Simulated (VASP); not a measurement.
Write the native input for VASP 6.6.1 that does the following.

```
Task                   : single point
Functional             : PBEsol
Potentials or basis    : VASP PAW PBE potentials, release 64 (Nb_sv, Bi_d, N)
Cutoff                 : 520 eV
k mesh                 : 6 × 6 × 6
Occupations            : gaussian, width 0.1 eV
Spin                   : no spin polarisation
Dipole correction      : no
Further INCAR settings : ALGO = Normal; EDIFF = 1e-06; NBANDS = 31
```

The structure of Nb2BiN lies in POSCAR:

```
Nb2BiN
1.0
    1.7264945392      0.9967920870      5.6387075530
   -1.7264945392      0.9967920870      5.6387075530
    0.0000000000     -1.9935841739      5.6387075530
Nb Bi N
2 1 1
Direct
    0.7500000000      0.7500000000      0.7500000000
    0.2500000000      0.2500000000      0.2500000000
    0.5000000000      0.5000000000      0.5000000000
    0.0000000000      0.0000000000      0.0000000000
```

One way to write it, as run:

INCAR

```
SYSTEM = Nb2BiN
PREC = Accurate ; ENCUT = 520
EDIFF = 1E-6 ; ISMEAR = 0
SIGMA = 0.1 ; LREAL = .False.
LASPH = .True. ; NELM = 100
ALGO = Normal ; ISIF = 2
LWAVE = .False. ; LCHARG = .True.
GGA = PS ; LELF = .True.
LVHAR = .True. ; NBANDS = 31
```

KPOINTS

```
regular mesh
0
Gamma
  6 6 6
  0 0 0
```

Potentials or basis: VASP PAW PBE potentials, release 64 (Nb_sv, Bi_d, N).

Launch:

```console
$ cat potpaw_PBE.64/Nb_sv/POTCAR potpaw_PBE.64/Bi_d/POTCAR potpaw_PBE.64/N/POTCAR > POTCAR
$ mpirun -np 1 vasp_std > vasp.out
```

It gave:

The pressure is 54.4 GPa. The largest force is 11.024 eV/Å and the band gap on the k mesh is zero (bands 23 and 24 overlap by 1.32 eV).

Caveat: the cell stands under pressure; the PAW data sets were made with another functional, which shifts forces and pressure a little; spin-orbit coupling is left out, which moves the levels of the heavy elements.

Run time: 3.6 min on 1 thread of Intel(R) Xeon(R) Platinum 8175M CPU @ 2.50GHz (Skylake/Cascade Lake), on a shared host, peak memory 0.35 GiB.
